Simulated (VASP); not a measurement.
# Lu2Si2Ge (Immm) in VASP: single point with PBEsol

Aim: the single point of Lu2Si2Ge with PBEsol.

All numbers are computed with VASP 6.6.1; they aren't measurements. Logs are shortened: lines on timing, memory, paths and dates and some standing lists are left out, and cuts for length are marked.

## (1) The cell of the first run

The structure is orthorhombic, space group Immm (No. 71). Conventional cell: a = 4.069 Å, b = 5.758 Å, c = 8.559 Å, α = 90.00°, β = 90.00°, γ = 90.00°. Within 3.9 Å of Lu (site symmetry mm2) lie 6 Si at 2.98 Å and 4 Ge at 3.20 to 3.40 Å and 5 Lu at 3.59 to 3.61 Å. Within 3.2 Å of Si (site symmetry m2m) lie 1 Si at 2.43 Å and 2 Ge at 2.63 Å and 6 Lu at 2.98 Å. Within 3.5 Å of Ge (site symmetry mmm) lie 4 Si at 2.63 Å and 8 Lu at 3.20 to 3.40 Å.

## (2) Single point, PBEsol

INCAR

```
PREC = Accurate
ENCUT = 520
EDIFF = 1E-6
ISMEAR = -1
SIGMA = 0.1
LREAL = F
LASPH = T
NELM = 60
ALGO = Normal
ISIF = 2
LWAVE = F
LCHARG = F
GGA = PS
NBANDS = 44
```

KPOINTS

```
regular mesh
0
Gamma
  8 8 8
```

POSCAR

```
Lu2Si2Ge
1.0
    0.0000000000      0.0000000000      4.0691040000
    4.2796270000     -2.8791880000      2.0345520000
    4.2796270000      2.8791880000     -2.0345520000
Lu Si Ge
2 2 1
Direct
    0.5000000000      0.7111300000      0.7111300000
    0.5000000000      0.2888700000      0.2888700000
    0.7893000000      0.7107000000      0.2893000000
    0.2107000000      0.2893000000      0.7107000000
    0.0000000000      0.0000000000      0.0000000000
```

Potentials or basis: VASP PAW PBE potentials, release 64 (Lu, Si, Ge_d).

Started as:

```bash
> cat potpaw_PBE.64/Lu/POTCAR potpaw_PBE.64/Si/POTCAR potpaw_PBE.64/Ge_d/POTCAR > POTCAR
> mpirun -np 1 vasp_std > vasp.out
```

OUTCAR:

```text
PREC = Accurate
   ENCUT = 520
   EDIFF = 1E-6
   ISMEAR = -1
   LREAL = F
   LASPH = T
   NELM = 60
   ISIF = 2
   GGA = PS

 ion  position               nearest neighbor table
   1  0.500  0.711  0.711-   3 2.98   3 2.98   4 2.98   4 2.98   3 2.98   4 2.98   5 3.20   5 3.20
                             2 3.59   2 3.59   2 3.59   2 3.59   2 3.61
   2  0.500  0.289  0.289-   4 2.98   3 2.98   4 2.98   3 2.98   3 2.98   4 2.98   5 3.20   5 3.20
                             1 3.59   1 3.59   1 3.59   1 3.59   1 3.61
   3  0.789  0.711  0.289-   4 2.43   5 2.63   5 2.63   1 2.98   2 2.98   1 2.98   2 2.98   1 2.98
                             2 2.98
   4  0.211  0.289  0.711-   3 2.43   5 2.63   5 2.63   2 2.98   2 2.98   1 2.98   1 2.98   2 2.98
                             1 2.98
   5  0.000  0.000  0.000-   3 2.63   4 2.63   4 2.63   3 2.63   2 3.20   1 3.20   2 3.20   1 3.20

  LATTYP: Found a body centered orthorhombic cell.
 ALAT       =     4.0691040000
 B/A-ratio  =     1.4151459388
 C/A-ratio  =     2.1034738852

  Lattice vectors:

 A1 = (  -4.2796270000,   2.8791880000,  -2.0345520000)
 A2 = (  -4.2796270000,  -2.8791880000,   2.0345520000)
 A3 = (   4.2796270000,   2.8791880000,   2.0345520000)

Analysis of symmetry for initial positions (statically):
=====================================================================
 Subroutine PRICEL returns:
 Original cell was already a primitive cell.

 Routine SETGRP: Setting up the symmetry group for a
 body centered orthorhombic supercell.

 Subroutine GETGRP returns: Found  8 space group operations
 (whereof  8 operations were pure point group operations)
 out of a pool of  8 trial point group operations.

The static configuration has the point symmetry D_2h.

Analysis of symmetry for dynamics (positions and initial velocities):
=====================================================================
 Subroutine PRICEL returns:
 Original cell was already a primitive cell.

 Routine SETGRP: Setting up the symmetry group for a
 body centered orthorhombic supercell.

 Subroutine GETGRP returns: Found  8 space group operations
 (whereof  8 operations were pure point group operations)
 out of a pool of  8 trial point group operations.

The dynamic configuration has the point symmetry D_2h.

 Subroutine INISYM returns: Found  8 space group operations
 (whereof  8 operations are pure point group operations),
 and found     1 'primitive' translations

----------------------------------------------------------------------------------------

                                     Primitive cell

  volume of cell :     100.2778

  direct lattice vectors                    reciprocal lattice vectors
     0.000000000  0.000000000  4.069104000     0.000000000  0.173660074  0.245754348
     4.279627000 -2.879188000  2.034552000     0.116832612 -0.173660074  0.000000000
     4.279627000  2.879188000 -2.034552000     0.116832612  0.173660074  0.000000000

  length of vectors
     4.069104000  5.544757221  5.544757221     0.300920290  0.209302844  0.209302844

  position of ions in fractional coordinates (direct lattice)
     0.500000000  0.711130000  0.711130000
     0.500000000  0.288870000  0.288870000
     0.789300000  0.710700000  0.289300000
     0.210700000  0.289300000  0.710700000
     0.000000000  0.000000000  0.000000000

  ion indices of the primitive-cell ions
   primitive index   ion index
                 1           1
                 2           2
                 3           3
                 4           4
                 5           5

----------------------------------------------------------------------------------------

 KPOINTS: regular mesh

Automatic generation of k-mesh.
 Grid dimensions read from file:
 generate k-points for:    8    8    8

 Generating k-lattice:

  Cartesian coordinates                     Fractional coordinates (reciprocal lattice)
     0.000000000  0.021707509  0.030719293     0.125000000 -0.000000000  0.000000000
     0.014604076 -0.021707509  0.000000000     0.000000000  0.125000000 -0.000000000
     0.014604076  0.021707509  0.000000000     0.000000000 -0.000000000  0.125000000

  Length of vectors
     0.037615036  0.026162855  0.026162855

  Shift w.r.t. Gamma in fractional coordinates (k-lattice)
     0.000000000  0.000000000  0.000000000

 Subroutine IBZKPT returns following result:
 ===========================================

 Found     95 irreducible k-points:

 Following reciprocal coordinates:
            Coordinates               Weight
  0.000000  0.000000  0.000000      1.000000
  0.125000  0.000000  0.000000      4.000000
  0.250000  0.000000  0.000000      4.000000
  0.375000  0.000000 -0.000000      4.000000
  0.500000  0.000000  0.000000      2.000000
  0.000000  0.125000  0.000000      4.000000
[... 16 lines left out ...]
  0.125000  0.375000  0.000000      8.000000
  0.250000  0.375000 -0.000000      8.000000
 [... further k-points ...]
   k-points           NKPTS =     95   k-points in BZ     NKDIM =     95   number of bands    NBANDS=     44
   number of dos      NEDOS =    301   number of ions     NIONS =      5
   total plane-waves  NPLWV =  52920
   dimension x,y,z NGX =    30 NGY =   42 NGZ =   42
   dimension x,y,z NGXF=    60 NGYF=   84 NGZF=   84
   ions per type =               2   2   1
   NGX,Y,Z   is equivalent  to a cutoff of  12.26, 12.59, 12.59 a.u.
   NGXF,Y,Z  is equivalent  to a cutoff of  24.51, 25.19, 25.19 a.u.
 SYSTEM =  unknown system
   PREC   = accura    normal or accurate (medium, high low for compatibility)
   ISTART =      0    job   : 0-new  1-cont  2-samecut
   ICHARG =      2    charge: 1-file 2-atom 10-const
   ISPIN  =      1    spin polarized calculation?
   LNONCOLLINEAR =      F non collinear calculations
   LSORBIT =      F    spin-orbit coupling
   LASPH  =      T    aspherical Exc in radial PAW
   ENCUT  =  520.0 eV  38.22 Ry    6.18 a.u.   7.57 10.31 10.31*2*pi/ulx,y,z
   NELM   =     60;   NELMIN=  2; NELMDL= -5     # of ELM steps
   EDIFF  = 0.1E-05   stopping-criterion for ELM
   LREAL  =      F    real-space projection
   EDIFFG = 0.1E-04   stopping-criterion for IOM
   NSW    =      0    number of steps for IOM
   IBRION =     -1    ionic relax: 0-MD 1-quasi-New 2-CG
   NFREE  =      0    steps in history (QN), initial steepest desc. (CG)
   ISIF   =      2    stress and relaxation
   ISYM   =      2    0-nonsym 1-usesym 2-fastsym
   POTIM  = 0.5000    time-step for ionic-motion
   TEBEG  =    0.0;   TEEND  =   0.0 temperature during run
   PSTRESS=    0.0 pullay stress
   NELECT =      72.0000    total number of electrons
   NUPDOWN=      -1.0000    fix difference up-down
   EMIN   =  10.00;   EMAX   =-10.00  energy-range for DOS
   EFERMI =   0.00;   METHOD = LEGACY
   ISMEAR =    -1;   SIGMA  =   0.10  broadening in eV -4-tet -1-fermi 0-gaus
   EFERMI_NEDOS =   21; number of points for ismear=-14 and -15
   IALGO  =     38    algorithm
   IMIX   =      4    mixing-type and parameters
     AMIX     =   0.40;   BMIX     =  1.00
     AMIX_MAG =   1.60;   BMIX_MAG =  1.00
  volume/ion in A,a.u.               =      20.06       135.34
  Fermi-wavevector in a.u.,A,eV,Ry     =   1.465944  2.770233 29.238814  2.148992
  Thomas-Fermi vector in A             =   2.581741
   LORBIT       =      0    0 simple, 1 ext, 2 COOP (PROOUT), +10 PAW based schemes
   GGA     = PS    functional components
   LHFCALC =     F    Hartree Fock is set to
   AEXX    =    0.0000 exact exchange contribution
   IVDW    =     0    specifies the selected vdW correction
   LEPSILON=     F    determine dielectric tensor
   LRPA    =     F    only Hartree local field effects (RPA)
 non-spin polarized calculation
  energy-cutoff  :      520.00
  volume of cell :      100.28
 maximum number of plane-waves:      2720
   NGX = 15   NGY = 21   NGZ = 21

 number of electron      72.0000005 magnetization

 Free energy of the ion-electron system (eV)
  ---------------------------------------------------
  ext. energy  EPLUGINS =         0.00000000
  ---------------------------------------------------
  free energy    TOTEN  =       -29.62468144 eV

  energy without entropy =      -29.57056163  energy(sigma->0) =      -29.59762154

 E-fermi :   5.3732     XC(G=0): -11.2830

 val. band max:        5.3728385470   @ k =   0.1250   0.3750   0.0000
 cond. band min:       5.3801935664   @ k =   0.2500   0.2500   0.0000
 fundamental gap:      0.0073550194
 Fermi energy:         5.3731695009

 k-point     1 :       0.0000    0.0000    0.0000
  band No.  band energies     occupation
      1     -50.7519      2.00000
      2     -50.7373      2.00000
      3     -21.5418      2.00000
      4     -21.4602      2.00000
      5     -21.4444      2.00000
      6     -21.3925      2.00000
[... 36 lines left out ...]
     43       9.6111      0.00000
     44       9.7234      0.00000

 k-point     2 :       0.1250    0.0000    0.0000
  band No.  band energies     occupation
      1     -50.7509      2.00000
      2     -50.7381      2.00000
      3     -21.5275      2.00000
      4     -21.4633      2.00000
      5     -21.4451      2.00000
      6     -21.3871      2.00000
[... 36 lines left out ...]
     43       9.5787      0.00000
     44       9.7444      0.00000

 k-point     3 :       0.2500    0.0000    0.0000
  band No.  band energies     occupation
      1     -50.7484      2.00000
      2     -50.7398      2.00000
      3     -21.5152      2.00000
      4     -21.4756      2.00000
      5     -21.4377      2.00000
      6     -21.4241      2.00000
[... 36 lines left out ...]
     43       9.4888      0.00000
     44       9.7845      0.00000

 k-point     4 :       0.3750    0.0000   -0.0000
  band No.  band energies     occupation
      1     -50.7460      2.00000
      2     -50.7416      2.00000
      3     -21.5248      2.00000
      4     -21.5215      2.00000
      5     -21.4653      2.00000
      6     -21.3863      2.00000
[... 882 lines left out ...]
     43       9.2658      0.00000
     44       9.4831      0.00000

 k-point    23 :       0.1250    0.3750    0.0000
  band No.  band energies     occupation
      1     -50.7490      2.00000
      2     -50.7399      2.00000
      3     -21.5181      2.00000
      4     -21.4716      2.00000
      5     -21.4339      2.00000
      6     -21.4004      2.00000
[... 36 lines left out ...]
     43       9.3822      0.00000
     44       9.7838      0.00000

 k-point    24 :       0.2500    0.3750   -0.0000
  band No.  band energies     occupation
      1     -50.7487      2.00000
      2     -50.7396      2.00000
      3     -21.5155      2.00000
      4     -21.4740      2.00000
      5     -21.4484      2.00000
      6     -21.4126      2.00000
[... 36 lines left out ...]
     43       9.4189      0.00000
     44      10.0111      0.00000

 [... further k-points ...]

------------------------ aborting loop because EDIFF is reached ----------------------------------------

  FORCE on cell =-STRESS in cart. coord.  units (eV):
  Direction    XX          YY          ZZ          XY          YZ          ZX
  --------------------------------------------------------------------------------------
  -------------------------------------------------------------------------------------
  Total       -6.0906763     -1.3831201     -3.3530999      0.0000000     -0.0000000      0.0000000
  in kB      -97.3131144    -22.0986505    -53.5737867      0.0000000     -0.0000000      0.0000000
  external PRESSURE =     -57.6618505 kB  Pullay stress =       0.0000000 kB

 VOLUME and BASIS-vectors are now :
 -----------------------------------------------------------------------------
  energy-cutoff  :      520.00
  volume of cell :      100.28
      direct lattice vectors                 reciprocal lattice vectors
     0.000000000  0.000000000  4.069104000     0.000000000  0.173660074  0.245754348
     4.279627000 -2.879188000  2.034552000     0.116832612 -0.173660074  0.000000000
     4.279627000  2.879188000 -2.034552000     0.116832612  0.173660074  0.000000000

 POSITION                                       TOTAL-FORCE (eV/Angst)
 -----------------------------------------------------------------------------------
      6.08674      0.00000      2.03455         0.183425      0.000000      0.000000
      2.47251      0.00000      2.03455        -0.183425      0.000000      0.000000
      4.27963     -1.21329      4.06910         0.000000      0.472827     -0.000000
      4.27963      1.21329      0.00000         0.000000     -0.472827      0.000000
      0.00000      0.00000      0.00000        -0.000000      0.000000      0.000000
 -----------------------------------------------------------------------------------
    total drift:                               -0.000000      0.000000      0.000000

  FREE ENERGIE OF THE ION-ELECTRON SYSTEM (eV)
  ---------------------------------------------------
  free  energy   TOTEN  =       -29.6246814373 eV

  energy  without entropy=      -29.5705616334  energy(sigma->0) =      -29.59762154
```

Wall time 12 min (1 thread of AMD EPYC 7R43 (Zen 3), shared host); peak memory 0.46 GiB.

Results:

```yaml
Free_energy: -29.6247 eV
Pressure: -5.8 GPa
Largest_force: 0.473 eV/Å
Band_gap_on_the_k_mesh: zero (bands 36 and 37 overlap by 1.64 eV)
```

Forces in eV/Å, atoms in the order of the input:
```
Lu   0.183  0.000  0.000
Lu  -0.183  0.000  0.000
Si   0.000  0.473  0.000
Si   0.000 -0.473  0.000
Ge   0.000  0.000  0.000
```

Levels at points of the mesh, in eV from the Fermi level:
```csv
k point,band 34,band 35,band 36,band 37,band 38,band 39
"(0.00, 0.00, 0.00)",-1.51,-1.11,-0.72,-0.37,1.91,2.02
"(0.50, 0.00, 0.00)",-1.90,-1.13,-1.02,1.30,1.61,1.67
"(0.00, 0.50, 0.00)",-2.69,-1.59,-0.36,0.11,1.68,1.73
"(0.50, 0.50, 0.00)",-2.74,-1.91,-1.50,1.68,1.95,2.72
"(0.00, 0.50, 0.50)",-1.13,0.23,1.00,1.10,1.10,1.12
```

Caveat: the stress differs along the axes, from -10 to -2 GPa; the PAW data sets were made with another functional, which shifts forces and pressure a little; spin-orbit coupling is left out, which moves the levels of the heavy elements.
